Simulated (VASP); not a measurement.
# Ir (Imm2) in VASP: single point with PBEsol

Aim: the single point of Ir with PBEsol.

Everything below comes from runs of VASP 6.6.1. Logs are shortened: lines on timing, memory, paths and dates and some standing lists are left out, and cuts for length are marked.

### 1 The cell of the first run

It takes space group Imm2 (No. 44, orthorhombic). The conventional cell has a = 5.430 Å, b = 7.679 Å, c = 5.430 Å, α = 90.00°, β = 90.00°, γ = 90.00°. Ir (site symmetry mm2) has 12 Ir at 2.32 to 3.11 Å within 3.2 Å. Within 3.2 Å of Ir (site symmetry mm2) lie 12 Ir at 2.32 to 3.11 Å. Within 3.4 Å of Ir (site symmetry 1) lie 12 Ir at 2.54 to 2.93 Å. Ir (site symmetry mm2) has 12 Ir at 2.71 to 2.74 Å within 3.6 Å. Ir (site symmetry mm2) has 14 Ir at 2.71 to 3.57 Å within 3.6 Å.

### 2 Single point, PBEsol (atom 1 (Ir) moved +0.394 Å towards its neighbour atom 2 (Ir) at 2.715 Å)

Contents of INCAR:

```
  PREC = Accurate
  ENCUT = 520
  EDIFF = 1E-6
  ISMEAR = 0
  SIGMA = 0.15
  LREAL = F
  LASPH = T
  NELM = 100
  ALGO = Fast
  ISIF = 2
  LWAVE = F
  LCHARG = T
  GGA = PS
  LELF = T
  LVHAR = T
  NBANDS = 46
```

Contents of KPOINTS:

```
Automatic mesh
0
Gamma
  12 12 12
```

Contents of POSCAR:

```
Ir
1.0
   -3.8394000000      3.8394000000      0.0000000000
   -3.8394000000      0.0000000000      3.8394000000
    0.0000000000      3.8394000000      3.8394000000
Ir
8
Direct
   -0.0725266058      0.0000000000      0.0000000000
    0.5000000000      0.0000000000      0.0000000000
    0.0000000000      0.5000000000      0.0000000000
    0.0000000000      0.0000000000      0.5000000000
    0.5000000000      0.5000000000      0.0000000000
    0.5000000000      0.0000000000      0.5000000000
    0.0000000000      0.5000000000      0.5000000000
    0.5000000000      0.5000000000      0.5000000000
```

Potentials or basis: VASP PAW PBE potentials, release 64 (Ir).

Launch:

```sh
cat potpaw_PBE.64/Ir/POTCAR > POTCAR
mpirun -np 1 vasp_std > vasp.out
```

OUTCAR:

```text
PREC = Accurate
   ENCUT = 520
   EDIFF = 1E-6
   ISMEAR = 0
   LREAL = F
   LASPH = T
   NELM = 100
   ISIF = 2
   GGA = PS

 ion  position               nearest neighbor table
   1  0.927  0.000  0.000-   2 2.32   5 2.54   6 2.54   4 2.54   3 2.54   7 2.74   7 2.74   3 2.93
                             4 2.93   5 2.93   6 2.93   2 3.11
   2  0.500  0.000  0.000-   1 2.32   5 2.71   6 2.71   4 2.71   6 2.71   8 2.71   3 2.71   5 2.71
                             8 2.71   3 2.71   4 2.71   1 3.11
   3  0.000  0.500  0.000-   1 2.54   5 2.71   7 2.71   4 2.71   7 2.71   8 2.71   2 2.71   4 2.71
                             2 2.71   5 2.71   8 2.71   1 2.93
   4  0.000  0.000  0.500-   1 2.54   6 2.71   7 2.71   2 2.71   3 2.71   3 2.71   7 2.71   8 2.71
                             2 2.71   6 2.71   8 2.71   1 2.93
   5  0.500  0.500  0.000-   1 2.54   3 2.71   8 2.71   6 2.71   7 2.71   8 2.71   2 2.71   2 2.71
                             6 2.71   3 2.71   7 2.71   1 2.93
   6  0.500  0.000  0.500-   1 2.54   4 2.71   8 2.71   2 2.71   2 2.71   5 2.71   5 2.71   7 2.71
                             8 2.71   4 2.71   7 2.71   1 2.93
   7  0.000  0.500  0.500-   3 2.71   4 2.71   8 2.71   3 2.71   5 2.71   4 2.71   6 2.71   5 2.71
                             6 2.71   8 2.71   1 2.74   1 2.74
   8  0.500  0.500  0.500-   5 2.71   6 2.71   7 2.71   2 2.71   3 2.71   5 2.71   2 2.71   4 2.71
                             6 2.71   3 2.71   4 2.71   7 2.71

  LATTYP: Found a face centered cubic cell.
 ALAT       =     7.6788000000

  Lattice vectors:

 A1 = (  -3.8394000000,   3.8394000000,   0.0000000000)
 A2 = (  -3.8394000000,   0.0000000000,   3.8394000000)
 A3 = (   0.0000000000,   3.8394000000,   3.8394000000)

Analysis of symmetry for initial positions (statically):
=====================================================================
 Subroutine PRICEL returns:
 Original cell was already a primitive cell.

 Routine SETGRP: Setting up the symmetry group for a
 face centered cubic supercell.

 Subroutine GETGRP returns: Found  4 space group operations
 (whereof  4 operations were pure point group operations)
 out of a pool of 48 trial point group operations.

The static configuration has the point symmetry C_2v.

Analysis of symmetry for dynamics (positions and initial velocities):
=====================================================================
 Subroutine PRICEL returns:
 Original cell was already a primitive cell.

 Routine SETGRP: Setting up the symmetry group for a
 face centered cubic supercell.

 Subroutine GETGRP returns: Found  4 space group operations
 (whereof  4 operations were pure point group operations)
 out of a pool of 48 trial point group operations.

The dynamic configuration has the point symmetry C_2v.

 Subroutine INISYM returns: Found  4 space group operations
 (whereof  4 operations are pure point group operations),
 and found     1 'primitive' translations

----------------------------------------------------------------------------------------

                                     Primitive cell

  volume of cell :     113.1931

  direct lattice vectors                    reciprocal lattice vectors
    -3.839400000  3.839400000  0.000000000    -0.130228682  0.130228682 -0.130228682
    -3.839400000  0.000000000  3.839400000    -0.130228682 -0.130228682  0.130228682
     0.000000000  3.839400000  3.839400000     0.130228682  0.130228682  0.130228682

  length of vectors
     5.429731551  5.429731551  5.429731551     0.225562693  0.225562693  0.225562693

  position of ions in fractional coordinates (direct lattice)
     0.927473394  0.000000000  0.000000000
     0.500000000  0.000000000  0.000000000
     0.000000000  0.500000000  0.000000000
     0.000000000  0.000000000  0.500000000
     0.500000000  0.500000000  0.000000000
     0.500000000  0.000000000  0.500000000
     0.000000000  0.500000000  0.500000000
     0.500000000  0.500000000  0.500000000

  ion indices of the primitive-cell ions
   primitive index   ion index
                 1           1
                 2           2
                 3           3
                 4           4
                 5           5
                 6           6
                 7           7
                 8           8

----------------------------------------------------------------------------------------

 KPOINTS: Automatic mesh

Automatic generation of k-mesh.
 Grid dimensions read from file:
 generate k-points for:   12   12   12

 Generating k-lattice:

  Cartesian coordinates                     Fractional coordinates (reciprocal lattice)
    -0.010852390  0.010852390 -0.010852390     0.083333333  0.000000000  0.000000000
    -0.010852390 -0.010852390  0.010852390     0.000000000  0.083333333  0.000000000
     0.010852390  0.010852390  0.010852390     0.000000000  0.000000000  0.083333333

  Length of vectors
     0.018796891  0.018796891  0.018796891

  Shift w.r.t. Gamma in fractional coordinates (k-lattice)
     0.000000000  0.000000000  0.000000000

 Subroutine IBZKPT returns following result:
 ===========================================

 Found    280 irreducible k-points:

 Following reciprocal coordinates:
            Coordinates               Weight
  0.000000  0.000000  0.000000      1.000000
  0.083333  0.000000  0.000000      4.000000
  0.000000  0.083333  0.000000      4.000000
  0.166667  0.000000  0.000000      4.000000
  0.000000  0.166667  0.000000      4.000000
  0.250000  0.000000  0.000000      4.000000
[... 16 lines left out ...]
  0.166667 -0.083333 -0.083333      4.000000
  0.333333  0.083333  0.000000      8.000000
 [... further k-points ...]
   k-points           NKPTS =    280   k-points in BZ     NKDIM =    280   number of bands    NBANDS=     46
   number of dos      NEDOS =    301   number of ions     NIONS =      8
   total plane-waves  NPLWV =  64000
   dimension x,y,z NGX =    40 NGY =   40 NGZ =   40
   dimension x,y,z NGXF=    80 NGYF=   80 NGZF=   80
   ions per type =               8
   NGX,Y,Z   is equivalent  to a cutoff of  12.25, 12.25, 12.25 a.u.
   NGXF,Y,Z  is equivalent  to a cutoff of  24.49, 24.49, 24.49 a.u.
 SYSTEM =  unknown system
   PREC   = accura    normal or accurate (medium, high low for compatibility)
   ISTART =      0    job   : 0-new  1-cont  2-samecut
   ICHARG =      2    charge: 1-file 2-atom 10-const
   ISPIN  =      1    spin polarized calculation?
   LNONCOLLINEAR =      F non collinear calculations
   LSORBIT =      F    spin-orbit coupling
   LASPH  =      T    aspherical Exc in radial PAW
   ENCUT  =  520.0 eV  38.22 Ry    6.18 a.u.  10.10 10.10 10.10*2*pi/ulx,y,z
   NELM   =    100;   NELMIN=  2; NELMDL= -5     # of ELM steps
   EDIFF  = 0.1E-05   stopping-criterion for ELM
   LREAL  =      F    real-space projection
   EDIFFG = 0.1E-04   stopping-criterion for IOM
   NSW    =      0    number of steps for IOM
   IBRION =     -1    ionic relax: 0-MD 1-quasi-New 2-CG
   NFREE  =      0    steps in history (QN), initial steepest desc. (CG)
   ISIF   =      2    stress and relaxation
   ISYM   =      2    0-nonsym 1-usesym 2-fastsym
   POTIM  = 0.5000    time-step for ionic-motion
   TEBEG  =    0.0;   TEEND  =   0.0 temperature during run
   PSTRESS=    0.0 pullay stress
   NELECT =      72.0000    total number of electrons
   NUPDOWN=      -1.0000    fix difference up-down
   EMIN   =  10.00;   EMAX   =-10.00  energy-range for DOS
   EFERMI =   0.00;   METHOD = LEGACY
   ISMEAR =     0;   SIGMA  =   0.15  broadening in eV -4-tet -1-fermi 0-gaus
   EFERMI_NEDOS =   21; number of points for ismear=-14 and -15
   IALGO  =     68    algorithm
   IMIX   =      4    mixing-type and parameters
     AMIX     =   0.40;   BMIX     =  1.00
     AMIX_MAG =   1.60;   BMIX_MAG =  1.00
  volume/ion in A,a.u.               =      14.15        95.48
  Fermi-wavevector in a.u.,A,eV,Ry     =   1.407923  2.660589 26.970118  1.982248
  Thomas-Fermi vector in A             =   2.530133
   LORBIT       =      0    0 simple, 1 ext, 2 COOP (PROOUT), +10 PAW based schemes
   GGA     = PS    functional components
   LHFCALC =     F    Hartree Fock is set to
   AEXX    =    0.0000 exact exchange contribution
   IVDW    =     0    specifies the selected vdW correction
   LEPSILON=     F    determine dielectric tensor
   LRPA    =     F    only Hartree local field effects (RPA)
 non-spin polarized calculation
 RMM-DIIS sequential band-by-band and
 Gauss-broadening in eV      SIGMA  =   0.15
  energy-cutoff  :      520.00
  volume of cell :      113.19
 maximum number of plane-waves:      3071
   NGX = 21   NGY = 21   NGZ = 21

 number of electron      72.0000002 magnetization

 Free energy of the ion-electron system (eV)
  ---------------------------------------------------
  ext. energy  EPLUGINS =         0.00000000
  ---------------------------------------------------
  free energy    TOTEN  =       -77.22234633 eV

  energy without entropy =      -77.13740804  energy(sigma->0) =      -77.17987718

 E-fermi :  10.3048     XC(G=0): -14.0804

 val. band max:       10.3016326258   @ k =  -0.3333   0.2500   0.0000
 cond. band min:      10.3059354561   @ k =   0.3333   0.3333   0.0000
 fundamental gap:      0.0043028303
 Fermi energy:        10.3047801187

 k-point     1 :       0.0000    0.0000    0.0000
  band No.  band energies     occupation
      1      -0.9445      2.00000
      2       1.9636      2.00000
      3       2.0403      2.00000
      4       2.1189      2.00000
      5       2.1707      2.00000
      6       2.1769      2.00000
[... 38 lines left out ...]
     45      12.3022      0.00000
     46      12.5875      0.00000

 k-point     2 :       0.0833    0.0000    0.0000
  band No.  band energies     occupation
      1      -0.8674      2.00000
      2       1.9873      2.00000
      3       2.1021      2.00000
      4       2.1808      2.00000
      5       2.2026      2.00000
      6       2.2269      2.00000
[... 38 lines left out ...]
     45      11.7969      0.00000
     46      12.6242      0.00000

 k-point     3 :       0.0000    0.0833    0.0000
  band No.  band energies     occupation
      1      -0.8669      2.00000
      2       2.0106      2.00000
      3       2.0687      2.00000
      4       2.1630      2.00000
      5       2.1732      2.00000
      6       2.2837      2.00000
[... 1018 lines left out ...]
     45      12.4564      0.00000
     46      13.3819      0.00000

 k-point    24 :       0.3333    0.0833    0.0000
  band No.  band energies     occupation
      1       0.0896      2.00000
      2       2.0339      2.00000
      3       2.6570      2.00000
      4       2.7589      2.00000
      5       2.7803      2.00000
      6       2.9360      2.00000
[... 38 lines left out ...]
     45      12.9972      0.00000
     46      14.1099      0.00000

 [... further k-points ...]
[... 5 lines left out ...]
  --------------------------------------------------------------------------------------
  -------------------------------------------------------------------------------------
  Total        5.1605663      5.1605663      3.2347117     -4.7851245      0.0000000      0.0000000
  in kB       73.0445581     73.0445581     45.7853017    -67.7304172      0.0000000      0.0000000
  external PRESSURE =      63.9581393 kB  Pullay stress =       0.0000000 kB

 VOLUME and BASIS-vectors are now :
 -----------------------------------------------------------------------------
  energy-cutoff  :      520.00
  volume of cell :      113.19
      direct lattice vectors                 reciprocal lattice vectors
    -3.839400000  3.839400000  0.000000000    -0.130228682  0.130228682 -0.130228682
    -3.839400000  0.000000000  3.839400000    -0.130228682 -0.130228682  0.130228682
     0.000000000  3.839400000  3.839400000     0.130228682  0.130228682  0.130228682

 POSITION                                       TOTAL-FORCE (eV/Angst)
 -----------------------------------------------------------------------------------
     -3.56094      3.56094      0.00000        -5.706691      5.706691      0.000000
     -1.91970      1.91970      0.00000         3.326809     -3.326809      0.000000
     -1.91970      0.00000      1.91970         0.955084     -0.090520     -0.944023
      0.00000      1.91970      1.91970         0.090520     -0.955084     -0.944023
     -3.83940      1.91970      1.91970         0.090520     -0.955084      0.944023
     -1.91970      3.83940      1.91970         0.955084     -0.090520      0.944023
     -1.91970      1.91970      3.83940         0.079161     -0.079161      0.000000
     -3.83940      3.83940      3.83940         0.209512     -0.209512      0.000000
 -----------------------------------------------------------------------------------
    total drift:                               -0.000084      0.000084      0.000000

  FREE ENERGIE OF THE ION-ELECTRON SYSTEM (eV)
  ---------------------------------------------------
  free  energy   TOTEN  =       -77.2223463259 eV

  energy  without entropy=      -77.1374080416  energy(sigma->0) =      -77.17987718
```

Wall time 43 min (1 thread of Oxide Virtual Turin-like, shared host); peak memory 0.94 GiB.

Results:

* Free energy: -77.2223 eV
* Pressure: 6.4 GPa
* Largest force: 8.070 eV/Å
* Band gap on the k mesh: zero (bands 36 and 37 overlap by 2.12 eV)

Forces in eV/Å, atoms in the order of the input:
```
Ir  -5.707  5.707  0.000
Ir   3.327 -3.327  0.000
Ir   0.955 -0.091 -0.944
Ir   0.091 -0.955 -0.944
Ir   0.091 -0.955  0.944
Ir   0.955 -0.091  0.944
Ir   0.079 -0.079  0.000
Ir   0.210 -0.210  0.000
```

Stress tensor (GPa, compression positive):
```
 7.30 -6.77  0.00
-6.77  7.30  0.00
 0.00  0.00  4.58
```

Caveat: the cell differs from its parent crystal (atom 1 (Ir) moved +0.394 Å towards its neighbour atom 2 (Ir) at 2.715 Å); the cell stands under pressure; the PAW data sets were made with another functional, which shifts forces and pressure a little; spin-orbit coupling is left out, which moves the levels of the heavy elements.
